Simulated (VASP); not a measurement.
Crystal: WS2.

```
W S
1.0
     0.00000    3.85493    3.85493
     3.85493    0.00000    3.85493
     3.85493    3.85493    0.00000
W S
2 4
Direct
  0.00000 0.00000 0.00000
  0.25000 0.25000 0.25000
  0.62500 0.62500 0.62500
  0.12500 0.62500 0.62500
  0.62500 0.62500 0.12500
  0.62500 0.12500 0.62500
```

```yaml
Program: VASP 6.6.1
Task: relaxation of cell and atoms
Functional: r2SCAN
Potentials_or_basis: VASP PAW PBE potentials, release 64 (W_sv, S)
Cutoff: 600 eV
k_mesh: 4 × 4 × 4
Occupations: gaussian, width 0.1 eV
Spin: no spin polarisation
```

At the start: pressure -19.8 GPa; volume 19.10 Å³/atom.

**Question.** How do energy, volume and symmetry change on relaxing?

**Answer.** Over 3 steps the energy falls by 354.6 meV/atom and the volume is 14.65 Å³/atom (-23.3 %); space group Fd-3m (No. 227, to 0.05 Å).

Step by step:
| step | energy change (eV) | largest force (eV/Å) | pressure (GPa) | volume (Å³) |
| --- | --- | --- | --- | --- |
| 1 | 0.0000 | 0.0000 | -19.80 | 114.57 |
| 2 | -1.7463 | 0.0000 | 16.49 | 79.72 |
| 3 | -2.1278 | 0.0000 | -0.14 | 87.90 |

Final structure:
```yaml
crystal:
  lattice:
    - [0.00000, 3.52897, 3.52897]
    - [3.52897, 0.00000, 3.52897]
    - [3.52897, 3.52897, 0.00000]
  atoms:
    - { symbol: W, position: [0.00000, 0.00000, 0.00000] }
    - { symbol: W, position: [0.25000, 0.25000, 0.25000] }
    - { symbol: S, position: [0.62500, 0.62500, 0.62500] }
    - { symbol: S, position: [0.12500, 0.62500, 0.62500] }
    - { symbol: S, position: [0.62500, 0.62500, 0.12500] }
    - { symbol: S, position: [0.62500, 0.12500, 0.62500] }
```

Caveat: the volume moved by over 15 % at a fixed basis, so the end points are rough; the PAW data sets were made with another functional, which shifts forces and pressure a little.
